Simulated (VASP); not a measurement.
Si2Ni:

```xyz
3
Lattice="0.0000 2.5043 2.5043 2.5043 0.0000 2.5043 2.5043 2.5043 0.0000" Properties=species:S:1:pos:R:3 pbc="T T T"
Si    1.2521    1.2521    1.2521
Si    3.7564    3.7564    3.7564
Ni    0.0000    0.0000    0.0000
```

Base run:

* Program: VASP 6.6.1
* Functional: LDA
* Potentials or basis: VASP PAW LDA potentials, release 64 (Si, Ni)
* Cutoff: 520 eV
* k mesh: 14 × 14 × 14
* Occupations: gaussian, width 0.15 eV
* Spin: collinear spin, ferromagnetic start
* Starting moments: [0.0, 0.0, 0.5] μB
* Fixed moment: 0.5 μB

Its results: pressure 55.0 GPa; site moments Si +0.06; Ni +0.24 μB.

Problem. The run is repeated on the same cell with these changes: fixed moment from 0.5 μB to 0.75 μB; moments at the start from [0.0, 0.0, 0.5] to [0.0, 0.0, 0.75]. What comes out?

Solution. Pressure 57.0 GPa; site moments Si +0.09; Ni +0.35 μB.

Caveats: the total moment is fixed, so each spin has its own Fermi level.
